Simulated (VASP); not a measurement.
Wanted: the native input for a VASP 6.6.1 run.

```
Task                   : relaxation of cell and atoms
Functional             : PBE
Potentials or basis    : VASP PAW PBE potentials, release 64 (Li_sv, Nb_sv)
Cutoff                 : 600 eV
k mesh                 : 6 × 6 × 6
Occupations            : gaussian, width 0.1 eV
Spin                   : no spin polarisation
Dipole correction      : no
Further INCAR settings : ALGO = Fast; EDIFF = 1e-07; IBRION = 2; EDIFFG = -0.04; NSW = 90; ISIF = 3
```

The structure of LiNb lies in POSCAR:

```
LiNb
1.0
    2.8165374820      0.0000000000      0.0000000000
    0.0000000000      2.8165374820      0.0000000000
    0.0000000000      0.0000000000      3.6916759139
Li Nb
1 1
Direct
    0.5000000000      0.5000000000      0.5000000000
    0.0000000000      0.0000000000      0.0000000000
```

The input as run:

INCAR

```
SYSTEM = LiNb
ALGO = Fast ; EDIFF = 1E-7
EDIFFG = -0.04 ; ENCUT = 600
GGA = PE ; IBRION = 2
ISIF = 3 ; ISMEAR = 0
LASPH = .True. ; LCHARG = .False.
LREAL = .False. ; LWAVE = .False.
NELM = 60 ; NSW = 90
PREC = Accurate ; SIGMA = 0.1
```

KPOINTS

```
k-points
0
Gamma
  6 6 6
  0 0 0
```

Potentials or basis: VASP PAW PBE potentials, release 64 (Li_sv, Nb_sv).

Launch:

```bash
$ cat potpaw_PBE.64/Li_sv/POTCAR potpaw_PBE.64/Nb_sv/POTCAR > POTCAR
$ mpirun -np 1 vasp_std > vasp.out
```

Results of the run:

```yaml
Relaxed_volume: 17.00 Å³/atom
Relaxed_cell: a = 2.658 Å, b = 2.658 Å, c = 4.812 Å, α = 90.00°, β = 90.00°, γ = 90.00°
Space_group_after_relaxing_to_0.05_Å: P4/mmm (No. 123)
Energy_gained_by_relaxing: 116.7 meV/atom
Ionic_steps: 14
Pressure_after_relaxing: 0.0 GPa
Band_gap_on_the_k_mesh: zero (band 8 reaches 6.91 eV, above the bottom of band 9 at 5.49 eV)
```

Caveat: the k points lie up to 0.39 Å⁻¹ apart in the final cell; the cutoff is under 1.25 times the usual one of these potentials, so pressure, stress and relaxed cells hold a basis-set (Pulay) error; the volume moved by over 15 % at a fixed basis, so the end points are rough.

Run time: 7.5 min on 1 thread of AMD EPYC 9R45 96-Core Processor (Zen 5), with other jobs on the host, peak memory 0.14 GiB.
